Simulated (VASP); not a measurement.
# O (P2/c) in VASP: single point with r2SCAN

Aim: the single point of O with r2SCAN.

All numbers are computed with VASP 6.6.1; they aren't measurements. Logs are shortened: lines on timing, memory, paths and dates and some standing lists are left out, and cuts for length are marked.

### Step 1. The cell of the first run

The typed cell holds 4 atoms: a = 4.043 Å, b = 4.026 Å, c = 2.988 Å, α = 90.00°, β = 111.60°, γ = 90.00°.

### Step 2. Single point, r2SCAN

POSCAR

```
O
1.0
    4.0422519466      0.0000000000     -0.0511318553
    0.0000000000      4.0261643208      0.0000000000
   -1.0645951985      0.0000000000      2.7914436158
O
4
Direct
    0.3398634867      0.6842025056      0.6702335981
    0.6601365133      0.6842025056      0.8297664019
    0.6601365133      0.3157974944      0.3297664019
    0.3398634867      0.3157974944      0.1702335981
```

INCAR.step1

```
SYSTEM = O
  ALGO = Normal
  EDIFF = 1E-4
  ENCUT = 520
  GGA = PE
  ISMEAR = 0
  LASPH = .TRUE.
  LCHARG = .FALSE.
  LREAL = .FALSE.
  LWAVE = .TRUE.
  NBANDS = 20
  NELM = 80
  PREC = Accurate
  SIGMA = 0.01
```

INCAR.step2

```
SYSTEM = O
  ALGO = Normal
  EDIFF = 1E-6
  ENCUT = 520
  ISIF = 2
  ISMEAR = 0
  ISTART = 1
  LASPH = .TRUE.
  LCHARG = .TRUE.
  LELF = .TRUE.
  LMIXTAU = .TRUE.
  LREAL = .FALSE.
  LVHAR = .TRUE.
  LWAVE = .FALSE.
  METAGGA = R2SCAN
  NBANDS = 20
  NELM = 80
  PREC = Accurate
  SIGMA = 0.01
```

KPOINTS

```
k-points
0
G
  6 6 8
  0 0 0
```

Potentials or basis: VASP PAW PBE potentials, release 64 (O).

On the command line:

```console
$ cat potpaw_PBE.64/O/POTCAR > POTCAR
$ cp INCAR.step1 INCAR
$ mpirun -np 1 vasp_std > vasp.out
$ cp INCAR.step2 INCAR
$ mpirun -np 1 vasp_std > vasp.out
```

OUTCAR:

```text
SYSTEM = O
   EDIFF = 1E-6
   ENCUT = 520
   ISIF = 2
   ISMEAR = 0
   ISTART = 1
   LASPH = .TRUE.
   LREAL = .FALSE.
   METAGGA = R2SCAN
   NELM = 80
   PREC = Accurate

 ion  position               nearest neighbor table
   1  0.340  0.684  0.670-   2 1.20
   2  0.660  0.684  0.830-   1 1.20
   3  0.660  0.316  0.330-   4 1.20
   4  0.340  0.316  0.170-   3 1.20

  LATTYP: Found a simple monoclinic cell.
 ALAT       =     2.9875609445
 B/A-ratio  =     1.3476425739
 C/A-ratio  =     1.3531356853
 COS(beta)  =    -0.3681321245

  Lattice vectors:

 A1 = (  -1.0645951985,   0.0000000000,   2.7914436158)
 A2 = (   0.0000000000,  -4.0261643208,   0.0000000000)
 A3 = (   4.0422519466,   0.0000000000,  -0.0511318553)

Analysis of symmetry for initial positions (statically):
=====================================================================
 Subroutine PRICEL returns:
 Original cell was already a primitive cell.

 Routine SETGRP: Setting up the symmetry group for a
 simple monoclinic supercell.

 Subroutine GETGRP returns: Found  4 space group operations
 (whereof  2 operations were pure point group operations)
 out of a pool of  4 trial point group operations.

The static configuration has the point symmetry S_2 .
 The point group associated with its full space group is C_2h.

Analysis of symmetry for dynamics (positions and initial velocities):
=====================================================================
 Subroutine PRICEL returns:
 Original cell was already a primitive cell.

 Routine SETGRP: Setting up the symmetry group for a
 simple monoclinic supercell.

 Subroutine GETGRP returns: Found  4 space group operations
 (whereof  2 operations were pure point group operations)
 out of a pool of  4 trial point group operations.

The dynamic configuration has the point symmetry S_2 .
 The point group associated with its full space group is C_2h.

 Subroutine INISYM returns: Found  4 space group operations
 (whereof  2 operations are pure point group operations),
 and found     1 'primitive' translations

----------------------------------------------------------------------------------------

                                     Primitive cell

  volume of cell :      45.2109

  direct lattice vectors                    reciprocal lattice vectors
     4.042251947  0.000000000 -0.051131855     0.248586081  0.000000000  0.094805264
     0.000000000  4.026164321  0.000000000     0.000000000  0.248375357  0.000000000
    -1.064595198  0.000000000  2.791443616     0.004553439  0.000000000  0.359974159

  length of vectors
     4.042575326  4.026164321  2.987560944     0.266050893  0.248375357  0.360002957

  position of ions in fractional coordinates (direct lattice)
     0.339863487  0.684202506  0.670233598
     0.660136513  0.684202506  0.829766402
     0.660136513  0.315797494  0.329766402
     0.339863487  0.315797494  0.170233598

  ion indices of the primitive-cell ions
   primitive index   ion index
                 1           1
                 2           2
                 3           3
                 4           4

----------------------------------------------------------------------------------------

 KPOINTS: k-points

Automatic generation of k-mesh.
 Grid dimensions read from file:
 generate k-points for:    6    6    8

 Generating k-lattice:

  Cartesian coordinates                     Fractional coordinates (reciprocal lattice)
     0.041431013  0.000000000  0.015800877     0.166666667  0.000000000 -0.000000000
     0.000000000  0.041395893  0.000000000     0.000000000  0.166666667  0.000000000
     0.000569180  0.000000000  0.044996770     0.000000000  0.000000000  0.125000000

  Length of vectors
     0.044341815  0.041395893  0.045000370

  Shift w.r.t. Gamma in fractional coordinates (k-lattice)
     0.000000000  0.000000000  0.000000000

 Subroutine IBZKPT returns following result:
 ===========================================

 Found    104 irreducible k-points:

 Following reciprocal coordinates:
            Coordinates               Weight
  0.000000  0.000000  0.000000      1.000000
  0.166667  0.000000  0.000000      2.000000
  0.333333  0.000000 -0.000000      2.000000
  0.500000  0.000000  0.000000      1.000000
  0.000000  0.166667  0.000000      2.000000
  0.166667  0.166667  0.000000      4.000000
[... 16 lines left out ...]
 -0.000000  0.166667  0.125000      4.000000
  0.166667  0.166667  0.125000      4.000000
 [... further k-points ...]
   k-points           NKPTS =    104   k-points in BZ     NKDIM =    104   number of bands    NBANDS=     20
   number of dos      NEDOS =    301   number of ions     NIONS =      4
   total plane-waves  NPLWV =  21600
   dimension x,y,z NGX =    30 NGY =   30 NGZ =   24
   dimension x,y,z NGXF=    60 NGYF=   60 NGZF=   48
   ions per type =               4
   NGX,Y,Z   is equivalent  to a cutoff of  12.34, 12.39, 13.36 a.u.
   NGXF,Y,Z  is equivalent  to a cutoff of  24.67, 24.77, 26.71 a.u.
 SYSTEM =  O
   PREC   = accura    normal or accurate (medium, high low for compatibility)
   ISTART =      1    job   : 0-new  1-cont  2-samecut
   ICHARG =      0    charge: 1-file 2-atom 10-const
   ISPIN  =      1    spin polarized calculation?
   LNONCOLLINEAR =      F non collinear calculations
   LSORBIT =      F    spin-orbit coupling
   LASPH  =      T    aspherical Exc in radial PAW
   ENCUT  =  520.0 eV  38.22 Ry    6.18 a.u.   7.52  7.49  5.55*2*pi/ulx,y,z
   NELM   =     80;   NELMIN=  2; NELMDL=  0     # of ELM steps
   EDIFF  = 0.1E-05   stopping-criterion for ELM
   LREAL  =      F    real-space projection
   EDIFFG = 0.1E-04   stopping-criterion for IOM
   NSW    =      0    number of steps for IOM
   IBRION =     -1    ionic relax: 0-MD 1-quasi-New 2-CG
   NFREE  =      0    steps in history (QN), initial steepest desc. (CG)
   ISIF   =      2    stress and relaxation
   ISYM   =      2    0-nonsym 1-usesym 2-fastsym
   POTIM  = 0.5000    time-step for ionic-motion
   TEBEG  =    0.0;   TEEND  =   0.0 temperature during run
   PSTRESS=    0.0 pullay stress
   NELECT =      24.0000    total number of electrons
   NUPDOWN=      -1.0000    fix difference up-down
   EMIN   =  10.00;   EMAX   =-10.00  energy-range for DOS
   EFERMI =   0.00;   METHOD = LEGACY
   ISMEAR =     0;   SIGMA  =   0.01  broadening in eV -4-tet -1-fermi 0-gaus
   EFERMI_NEDOS =   21; number of points for ismear=-14 and -15
   IALGO  =     38    algorithm
   IMIX   =      4    mixing-type and parameters
     AMIX     =   0.40;   BMIX     =  1.00
     AMIX_MAG =   1.60;   BMIX_MAG =  1.00
  volume/ion in A,a.u.               =      11.30        76.27
  Fermi-wavevector in a.u.,A,eV,Ry     =   1.325554  2.504934 23.906704  1.757093
  Thomas-Fermi vector in A             =   2.455006
   LORBIT       =      0    0 simple, 1 ext, 2 COOP (PROOUT), +10 PAW based schemes
   METAGGA = R2SCAN    functional components
   LHFCALC =     F    Hartree Fock is set to
   AEXX    =    0.0000 exact exchange contribution
   IVDW    =     0    specifies the selected vdW correction
   LEPSILON=     F    determine dielectric tensor
   LRPA    =     F    only Hartree local field effects (RPA)
 non-spin polarized calculation
 Gauss-broadening in eV      SIGMA  =   0.01
  energy-cutoff  :      520.00
  volume of cell :       45.21
 maximum number of plane-waves:      1235
   NGX = 15   NGY = 15   NGZ = 11

 number of electron      23.9999992 magnetization

 Free energy of the ion-electron system (eV)
  ---------------------------------------------------
  ext. energy  EPLUGINS =         0.00000000
  ---------------------------------------------------
  free energy    TOTEN  =       -23.15760573 eV

  energy without entropy =      -23.15760573  energy(sigma->0) =      -23.15760573

 E-fermi :  -0.2446     XC(G=0):  -9.8483

 val. band max:       -0.2995238526   @ k =   0.0000   0.5000   0.0000
 cond. band min:       0.6890640101   @ k =   0.5000   0.5000   0.0000
 fundamental gap:      0.9885878626
 Fermi energy:        -0.2446099233

 k-point     1 :       0.0000    0.0000    0.0000
  band No.  band energies     occupation
      1     -29.2600      2.00000
      2     -27.4498      2.00000
      3     -15.7361      2.00000
      4     -13.4850      2.00000
      5      -9.4703      2.00000
      6      -8.5532      2.00000
[... 12 lines left out ...]
     19      13.9520      0.00000
     20      16.8566      0.00000

 k-point     2 :       0.1667    0.0000    0.0000
  band No.  band energies     occupation
      1     -29.2481      2.00000
      2     -27.4466      2.00000
      3     -15.9290      2.00000
      4     -13.5437      2.00000
      5      -9.2343      2.00000
      6      -8.3832      2.00000
[... 12 lines left out ...]
     19      13.9010      0.00000
     20      17.4134      0.00000

 k-point     3 :       0.3333    0.0000   -0.0000
  band No.  band energies     occupation
      1     -29.2234      2.00000
      2     -27.4405      2.00000
      3     -16.2736      2.00000
      4     -13.6565      2.00000
      5      -8.9423      2.00000
      6      -8.1986      2.00000
[... 12 lines left out ...]
     19      13.5746      0.00000
     20      18.6184      0.00000

 k-point     4 :       0.5000    0.0000    0.0000
  band No.  band energies     occupation
      1     -29.2114      2.00000
      2     -27.4372      2.00000
      3     -16.4305      2.00000
      4     -13.7106      2.00000
      5      -8.8529      2.00000
      6      -8.2281      2.00000
[... 429 lines left out ...]
 k-point    23 :      -0.0000    0.1667    0.1250
  band No.  band energies     occupation
      1     -29.1567      2.00000
      2     -27.5342      2.00000
      3     -15.6406      2.00000
      4     -13.6347      2.00000
      5      -9.4011      2.00000
      6      -8.5655      2.00000
[... 12 lines left out ...]
     19      14.3804      0.00000
     20      16.7170      0.00000

 k-point    24 :       0.1667    0.1667    0.1250
  band No.  band energies     occupation
      1     -29.1387      2.00000
      2     -27.5297      2.00000
      3     -15.9193      2.00000
      4     -13.7182      2.00000
      5      -9.0824      2.00000
      6      -8.4597      2.00000
[... 12 lines left out ...]
     19      14.1293      0.00000
     20      17.3023      0.00000

 [... further k-points ...]

------------------------ aborting loop because EDIFF is reached ----------------------------------------

  FORCE on cell =-STRESS in cart. coord.  units (eV):
  Direction    XX          YY          ZZ          XY          YZ          ZX
  --------------------------------------------------------------------------------------
  -------------------------------------------------------------------------------------
  Total        3.2250761      0.1849283      0.6419911      0.0000000      0.0000000      1.1504140
  in kB      114.2896767      6.5534554     22.7507687      0.0000000      0.0000000     40.7681678
  external PRESSURE =      47.8646336 kB  Pullay stress =       0.0000000 kB

 VOLUME and BASIS-vectors are now :
 -----------------------------------------------------------------------------
  energy-cutoff  :      520.00
  volume of cell :       45.21
      direct lattice vectors                 reciprocal lattice vectors
     4.042251947  0.000000000 -0.051131855     0.248586081  0.000000000  0.094805264
     0.000000000  4.026164321  0.000000000     0.000000000  0.248375357  0.000000000
    -1.064595198  0.000000000  2.791443616     0.004553439  0.000000000  0.359974159

 POSITION                                       TOTAL-FORCE (eV/Angst)
 -----------------------------------------------------------------------------------
      0.66029      2.75471      1.85354        -1.356180     -0.005974     -0.517484
      1.78507      2.75471      2.28249         1.356180     -0.005974      0.517484
      2.31737      1.27145      0.88677         1.356180      0.005974      0.517484
      1.19258      1.27145      0.45782        -1.356180      0.005974     -0.517484
 -----------------------------------------------------------------------------------
    total drift:                                0.000000      0.000000     -0.000000

  FREE ENERGIE OF THE ION-ELECTRON SYSTEM (eV)
  ---------------------------------------------------
  free  energy   TOTEN  =       -23.1576057309 eV

  energy  without entropy=      -23.1576057309  energy(sigma->0) =      -23.15760573
```

Wall time 4.6 min (1 thread of AMD EPYC 7R43 (Zen 3), shared host); peak memory 0.16 GiB.

What came out:

```yaml
Free_energy: -23.1576 eV
Pressure: 4.8 GPa
Largest_force: 1.452 eV/Å
Band_gap_on_the_k_mesh: 0.99 eV (least direct gap 1.03 eV)
```

Forces on the atoms (eV/Å):
```
O   -1.356 -0.006 -0.517
O    1.356 -0.006  0.517
O    1.356  0.006  0.517
O   -1.356  0.006 -0.517
```

Caveat: the standard files for N, O and F lose accuracy on very short bonds; spin is off for a triplet molecule; the cell stands under pressure; the PAW data sets were made with another functional, which shifts forces and pressure a little.
